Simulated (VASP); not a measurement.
Crystal: Pd.

```
Pd
1.0
     2.79837    0.00000    0.00000
    -1.39918    2.42346    0.00000
     0.00000    0.00000    4.53336
Pd
2
Cartesian
  0.0000 1.6156 1.1333
  1.3992 0.8078 3.4000
```

| Property | Result |
| --- | --- |
| Program | VASP 6.6.1 |
| Task | relaxation of cell and atoms |
| Functional | PBE |
| Potentials or basis | VASP PAW PBE potentials, release 64 (Pd) |
| Cutoff | 600 eV |
| k mesh | 17 × 17 × 9 |
| Occupations | fermi-dirac, width 0.05 eV |
| Spin | no spin polarisation |

At the start: pressure 0.1 GPa; volume 15.37 Å³/atom.

**Question.** How do energy, volume and symmetry change on relaxing?

**Answer.** Over 6 steps the energy falls by 3.8 meV/atom; space group P6_3/mmc (No. 194, to 0.05 Å).

The path:
```tsv
step	energy change (eV)	largest force (eV/Å)	pressure (GPa)	volume (Å³)
1	0.0000	0.0000	0.06	30.74
2	-0.0058	0.0000	-0.19	30.77
3	-0.0074	0.0000	-0.26	30.78
4	-0.0075	0.0000	-0.26	30.78
5	-0.0074	0.0000	0.46	30.65
6	-0.0076	0.0000	0.01	30.73
```

Final structure:
```
Pd
1.0
     2.76935    0.00000    0.00000
    -1.38467    2.39832    0.00000
     0.00000    0.00000    4.62722
Pd
2
Direct
  0.33333 0.66667 0.25000
  0.66667 0.33333 0.75000
```
